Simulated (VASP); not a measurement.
# KMgF3 (cubic perovskite) (Pm-3m) in VASP: notebook, part 2 of 2

VASP 6.6.1. Earlier steps stand in the parts before.

## (3) Relaxation of cell and atoms, PBE

This run uses another cell than the first one, of 12.86 Å³/atom, 0.965 times its volume.

Contents of INCAR:

```
PREC = Accurate
ENCUT = 600
EDIFF = 1E-6
ISMEAR = 0
SIGMA = 0.01
LREAL = False
LASPH = True
NELM = 100
ALGO = Normal
ISIF = 3
LWAVE = False
LCHARG = False
GGA = PE
IBRION = 2
NSW = 80
EDIFFG = -0.002
```

Contents of KPOINTS:

```
Automatic mesh
0
Gamma
  6 6 6
```

Contents of POSCAR:

```
KMgF3
1.0
    4.0060000000      0.0000000000      0.0000000000
    0.0000000000      4.0060000000      0.0000000000
    0.0000000000      0.0000000000      4.0060000000
K Mg F
1 1 3
Direct
    0.5000000000      0.5000000000      0.5000000000
    0.0000000000      0.0000000000      0.0000000000
    0.5000000000      0.0000000000      0.0000000000
    0.0000000000      0.5000000000      0.0000000000
    0.0000000000      0.0000000000      0.5000000000
```

Potentials or basis: VASP PAW PBE potentials, release 64 (K_sv, Mg, F).

On the command line:

```sh
cat potpaw_PBE.64/K_sv/POTCAR potpaw_PBE.64/Mg/POTCAR potpaw_PBE.64/F/POTCAR > POTCAR
mpirun -np 1 vasp_std > vasp.out
```

OUTCAR:

```text
PREC = Accurate
   ENCUT = 600
   EDIFF = 1E-6
   ISMEAR = 0
   LREAL = False
   LASPH = True
   NELM = 100
   ISIF = 3
   GGA = PE
   IBRION = 2
   NSW = 80
   EDIFFG = -0.002

 ion  position               nearest neighbor table
   1  0.500  0.500  0.500-   3 2.83   4 2.83   5 2.83   3 2.83   4 2.83   3 2.83   5 2.83   3 2.83
                             4 2.83   5 2.83   4 2.83   5 2.83   2 3.47   2 3.47   2 3.47   2 3.47
   2  0.000  0.000  0.000-   3 2.00   4 2.00   5 2.00   5 2.00   4 2.00   3 2.00   1 3.47   1 3.47
                             1 3.47   1 3.47   1 3.47   1 3.47   1 3.47   1 3.47
   3  0.500  0.000  0.000-   2 2.00   2 2.00   1 2.83   1 2.83   1 2.83   1 2.83
   4  0.000  0.500  0.000-   2 2.00   2 2.00   1 2.83   1 2.83   1 2.83   1 2.83
   5  0.000  0.000  0.500-   2 2.00   2 2.00   1 2.83   1 2.83   1 2.83   1 2.83

  LATTYP: Found a simple cubic cell.
 ALAT       =     4.0060000000

  Lattice vectors:

 A1 = (   4.0060000000,   0.0000000000,   0.0000000000)
 A2 = (   0.0000000000,   4.0060000000,   0.0000000000)
 A3 = (   0.0000000000,   0.0000000000,   4.0060000000)

Analysis of symmetry for initial positions (statically):
=====================================================================
 Subroutine PRICEL returns:
 Original cell was already a primitive cell.

 Routine SETGRP: Setting up the symmetry group for a
 simple cubic supercell.

 Subroutine GETGRP returns: Found 48 space group operations
 (whereof 48 operations were pure point group operations)
 out of a pool of 48 trial point group operations.

The static configuration has the point symmetry O_h .

Analysis of symmetry for dynamics (positions and initial velocities):
=====================================================================
 Subroutine PRICEL returns:
 Original cell was already a primitive cell.

 Routine SETGRP: Setting up the symmetry group for a
 simple cubic supercell.

 Subroutine GETGRP returns: Found 48 space group operations
 (whereof 48 operations were pure point group operations)
 out of a pool of 48 trial point group operations.

[... 111 lines left out ...]
   PSTRESS=    0.0 pullay stress
   NELECT =      32.0000    total number of electrons
   NUPDOWN=      -1.0000    fix difference up-down
   EMIN   =  10.00;   EMAX   =-10.00  energy-range for DOS
   EFERMI =   0.00;   METHOD = LEGACY
   ISMEAR =     0;   SIGMA  =   0.01  broadening in eV -4-tet -1-fermi 0-gaus
   EFERMI_NEDOS =   21; number of points for ismear=-14 and -15
   IALGO  =     38    algorithm
   IMIX   =      4    mixing-type and parameters
     AMIX     =   0.40;   BMIX     =  1.00
     AMIX_MAG =   1.60;   BMIX_MAG =  1.00
  volume/ion in A,a.u.               =      12.86        86.77
  Fermi-wavevector in a.u.,A,eV,Ry     =   1.297420  2.451768 22.902664  1.683298
  Thomas-Fermi vector in A             =   2.428813
   LORBIT       =      0    0 simple, 1 ext, 2 COOP (PROOUT), +10 PAW based schemes
   GGA     = PE    functional components
   LHFCALC =     F    Hartree Fock is set to
   AEXX    =    0.0000 exact exchange contribution
   IVDW    =     0    specifies the selected vdW correction
   LEPSILON=     F    determine dielectric tensor
   LRPA    =     F    only Hartree local field effects (RPA)
 conjugate gradient relaxation of ions
 non-spin polarized calculation
 Gauss-broadening in eV      SIGMA  =   0.01
  energy-cutoff  :      600.00
  volume of cell :       64.29
 maximum number of plane-waves:      2176
   NGX = 17   NGY = 17   NGZ = 17

--------------------------------------- Ionic step        1  -------------------------------------------

 number of electron      32.0000025 magnetization

 Free energy of the ion-electron system (eV)
  ---------------------------------------------------
  ext. energy  EPLUGINS =         0.00000000
  ---------------------------------------------------
  free energy    TOTEN  =       -24.44040507 eV

  energy without entropy =      -24.44040507  energy(sigma->0) =      -24.44040507

------------------------ aborting loop because EDIFF is reached ----------------------------------------

  FORCE on cell =-STRESS in cart. coord.  units (eV):
  Direction    XX          YY          ZZ          XY          YZ          ZX
  --------------------------------------------------------------------------------------
  -------------------------------------------------------------------------------------
  Total        0.8204527      0.8204527      0.8204527     -0.0000000     -0.0000000      0.0000000
  in kB       20.4470798     20.4470798     20.4470798     -0.0000000     -0.0000000      0.0000000
  external PRESSURE =      20.4470798 kB  Pullay stress =       0.0000000 kB
[... 65 lines left out ...]
--------------------------------------- Ionic step        3  -------------------------------------------

 number of electron      32.0000042 magnetization

 Free energy of the ion-electron system (eV)
  ---------------------------------------------------
  ext. energy  EPLUGINS =         0.00000000
  ---------------------------------------------------
  free energy    TOTEN  =       -24.45191349 eV

  energy without entropy =      -24.45191349  energy(sigma->0) =      -24.45191349

 E-fermi :  -1.7409     XC(G=0):  -9.4687

 val. band max:       -1.8185758762   @ k =   0.5000   0.5000   0.5000
 cond. band min:       5.1641583426   @ k =   0.0000   0.0000   0.0000
 fundamental gap:      6.9827342188
 Fermi energy:        -1.7409418921

 k-point     1 :       0.0000    0.0000    0.0000
  band No.  band energies     occupation
      1     -27.5610      2.00000
      2     -21.8250      2.00000
      3     -21.2269      2.00000
      4     -21.2269      2.00000
      5     -11.0476      2.00000
      6     -11.0476      2.00000
[... 481 lines left out ...]
  FREE ENERGIE OF THE ION-ELECTRON SYSTEM (eV)
  ---------------------------------------------------
  free  energy   TOTEN  =       -24.4519134935 eV

  energy  without entropy=      -24.4519134935  energy(sigma->0) =      -24.45191349

 reached required accuracy - stopping structural energy minimisation
```

Wall time 41 s (1 thread of Intel Xeon Platinum 8488C (Sapphire Rapids), shared host); peak memory 0.2 GiB.

What came out:

* Free energy: -24.4519 eV
* Relaxed volume: 13.23 Å³/atom
* Relaxed cell: a = 4.044 Å, b = 4.044 Å, c = 4.044 Å, α = 90.00°, β = 90.00°, γ = 90.00°
* Space group after relaxing (to 0.05 Å): Pm-3m (No. 221)
* Energy gained by relaxing: 2.3 meV/atom
* Ionic steps: 3
* Pressure after relaxing: 0.0 GPa
* Band gap on the k mesh: 6.98 eV, indirect (least direct gap 7.30 eV)

Step by step:
```csv
step,energy change (eV),largest force (eV/Å),pressure (GPa),volume (Å³)
1,0.0000,0.0000,2.04,64.29
2,-0.0112,0.0000,0.33,65.83
3,-0.0115,0.0000,-0.01,66.16
```

Final structure:
```
K Mg F
1.0
     4.04444    0.00000    0.00000
     0.00000    4.04444    0.00000
     0.00000    0.00000    4.04444
K Mg F
1 1 3
Direct
  0.50000 0.50000 0.50000
  0.00000 0.00000 0.00000
  0.50000 0.00000 0.00000
  0.00000 0.50000 0.00000
  0.00000 0.00000 0.50000
```

A k mesh can miss the band edges. Expect the measured gap to be larger: semilocal functionals such as PBE lack the derivative discontinuity.
